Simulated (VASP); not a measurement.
Wanted: the native input for a VASP 6.6.1 run.

- Task: single point
- Functional: LDA
- Potentials or basis: VASP PAW LDA potentials, release 64 (Sn_d, Se)
- Cutoff: 520 eV
- k mesh: 6 × 6 × 4
- Occupations: gaussian, width 0.05 eV
- Spin: no spin polarisation
- Dipole correction: no
- Further INCAR settings: ALGO = Normal; EDIFF = 1e-06; NBANDS = 28

The structure of SnSe lies in POSCAR:

```
SnSe
1.0
    4.2853274191      0.0000000000      0.0000000000
    0.0000000000      4.2853274191      0.0000000000
    0.0000000000      0.0000000000     10.9906921300
Sn Se
2 2
Direct
    0.5000000000      0.0000000000      0.3810282541
    0.0000000000      0.5000000000      0.6189717459
    0.5000000000      0.0000000000      0.6251380981
    0.0000000000      0.5000000000      0.3748619019
```

This cell differs from its parent crystal: atoms displaced along a vibrational mode.

These files were run (other wordings do the same):

INCAR

```
SYSTEM = SnSe
PREC = Accurate ; ENCUT = 520
EDIFF = 1E-6 ; ISMEAR = 0
SIGMA = 0.05 ; LREAL = .FALSE.
LASPH = .TRUE. ; NELM = 80
ALGO = Normal ; ISIF = 2
LWAVE = .FALSE. ; LCHARG = .FALSE.
GGA = CA ; NBANDS = 28
```

KPOINTS

```
Automatic mesh
0
G
  6 6 4
  0 0 0
```

Potentials or basis: VASP PAW LDA potentials, release 64 (Sn_d, Se).

The run is started by

```sh
$ cat potpaw_LDA.64/Sn_d/POTCAR potpaw_LDA.64/Se/POTCAR > POTCAR
$ mpirun -np 1 vasp_std > vasp.out
```

It gave:

| Item | Value |
| --- | --- |
| Largest force | 0.147 eV/Å |
| Band gap on the k mesh | 1.44 eV (least direct gap 1.50 eV) |

Caveat: the cell differs from its parent crystal (atoms displaced along a vibrational mode); there is no dipole correction, which matters where the two faces differ; spin-orbit coupling is left out, which moves the levels of the heavy elements.

It took 2.9 min on 1 thread of Intel(R) Xeon(R) Platinum 8375C CPU @ 2.90GHz (Ice Lake) (shared host), peak memory 0.32 GiB.
